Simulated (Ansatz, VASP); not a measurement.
# TiO2: VASP beside Ansatz

Contents of INCAR:

```
SYSTEM = TiO2
ALGO     = Normal         ! electronic algorithm
EDIFF    = 1E-6           ! SCF threshold, eV
ENCUT    = 520            ! plane-wave cutoff, eV
GGA      = CA             ! functional
ISIF     = 2              ! what is computed and relaxed
ISMEAR   = -1             ! smearing method
LASPH    = .TRUE.         ! aspherical terms in the spheres
LCHARG   = .FALSE.        ! write CHGCAR
LREAL    = .FALSE.        ! projectors in reciprocal space
LWAVE    = .FALSE.        ! write WAVECAR
NBANDS   = 33             ! bands
NELM     = 80             ! most SCF steps
PREC     = Accurate       ! precision mode
SIGMA    = 0.05           ! smearing width, eV
```

KPOINTS

```
k-points
0
G
  7 7 10
  0 0 0
```

Contents of POSCAR:

```
TiO2
1.0
    4.5940000000      0.0000000000      0.0000000000
    0.0000000000      4.5940000000      0.0000000000
    0.0000000000      0.0000000000      2.9294100000
Ti O
2 4
Direct
    0.0000000000      0.0000000000      0.0000000000
    0.5000000000      0.5000000000      0.5000000000
    0.3060000000      0.3060000000      0.0000000000
    0.1940000000      0.8060000000      0.5000000000
    0.6940000000      0.6940000000      0.0000000000
    0.8060000000      0.1940000000      0.5000000000
```

Input for Ansatz:

```yaml
crystal:
  lattice:
    - [4.594, 0.0, 0.0]
    - [0.0, 4.594, 0.0]
    - [0.0, 0.0, 2.92941]
  atoms:
    - { symbol: Ti, position: [0.0, 0.0, 0.0] }
    - { symbol: Ti, position: [0.5, 0.5, 0.5] }
    - { symbol: O, position: [0.306, 0.306, 0.0] }
    - { symbol: O, position: [0.194, 0.806, 0.5] }
    - { symbol: O, position: [0.694, 0.694, 0.0] }
    - { symbol: O, position: [0.806, 0.194, 0.5] }
kpoints:
  mp_grid: { grid: [7, 7, 10] }
  band_path:
    path:
      - [0.0, 0.0, 0.0]
      - [0.0, 0.5, 0.0]
      - [0.5, 0.5, 0.0]
      - [0.0, 0.0, 0.0]
      - [0.0, 0.0, 0.5]
      - [0.0, 0.5, 0.5]
      - [0.5, 0.5, 0.5]
      - [0.0, 0.0, 0.5]
      - [0.0, 0.5, 0.0]
    npoints: 5
scf:
  occupations: { method: fermi_dirac, width: 0.05 }
hamiltonian:
  xc: lda
  pseudopotentials: { kind: all_electron, lapw: { basis_error: 0.0005 } }
output:
  forces: true
  stress: true
  eigenvalues: true
```

Change from the starting cell: zz strain of -1 %.

Alike in both runs: task single point; functional LDA; k mesh 7 × 7 × 10; occupations fermi-dirac, width 0.05 eV; no spin polarisation.

|  | VASP | Ansatz |
| --- | --- | --- |
| version | VASP 6.6.1 | Ansatz 0.2.0 |
| potentials or method | VASP PAW LDA potentials, release 64 (Ti_sv, O), cutoff 520 eV | all-electron LAPW, scalar-relativistic |

|  | VASP | Ansatz | Ansatz less VASP |
| --- | --- | --- | --- |
| gap on the k mesh at the Fermi level (eV) | 1.87 | 1.89 | +0.023 |
| pressure (GPa) | -3.9 | -4.9 | -0.95 |
| traceless stress, the component that is largest in VASP (GPa) | 0.48 | 0.17 | -0.307 |
| rms of the force components (eV/Å) | 0.093 | 0.075 | -0.0186 |

LDA's correlation is that of Perdew and Zunger in VASP and of Perdew and Wang (1992) in Ansatz. Atom by atom the forces differ by 0.019 eV/Å (rms over components). Ansatz ran all-electron here, and VASP with PAW potentials.
